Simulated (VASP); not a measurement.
A run of VASP 6.6.1 is set up as follows.

File INCAR:

```
SYSTEM = LiPb2
ALGO = Fast
EDIFF = 1E-7
EDIFFG = -0.04
ENCUT = 600
GGA = PE
IBRION = 2
ISIF = 3
ISMEAR = 0
LASPH = .True.
LCHARG = .False.
LREAL = .False.
LWAVE = .False.
NELM = 60
NSW = 90
PREC = Accurate
SIGMA = 0.1
```

Contents of KPOINTS:

```
k-points
0
Gamma
  6 6 2
  0 0 0
```

The input POSCAR:

```
LiPb2
1.0
    3.0219172800      0.0000000000      0.0000000000
   -1.5109586400      2.6170571300      0.0000000000
    0.0000000000      0.0000000000      7.5260470300
Li Pb
1 2
Direct
    0.0000000000      0.0000000000      0.5000000000
    0.3333333300      0.6666666700      0.8165611100
    0.6666666700      0.3333333300      0.1834388900
```

Potentials or basis: VASP PAW PBE potentials, release 64 (Li_sv, Pb_d).

Run with:

```console
$ cat potpaw_PBE.64/Li_sv/POTCAR potpaw_PBE.64/Pb_d/POTCAR > POTCAR
$ mpirun -np 1 vasp_std > vasp.out
```

(1) Estimate the space group after relaxing (to 0.1 Å).

(2) Estimate the relaxed cell.

Results:

(1) P-3m1 (No. 164).

(2) a = 3.522 Å, b = 3.522 Å, c = 7.647 Å, α = 90.00°, β = 90.00°, γ = 120.00°.
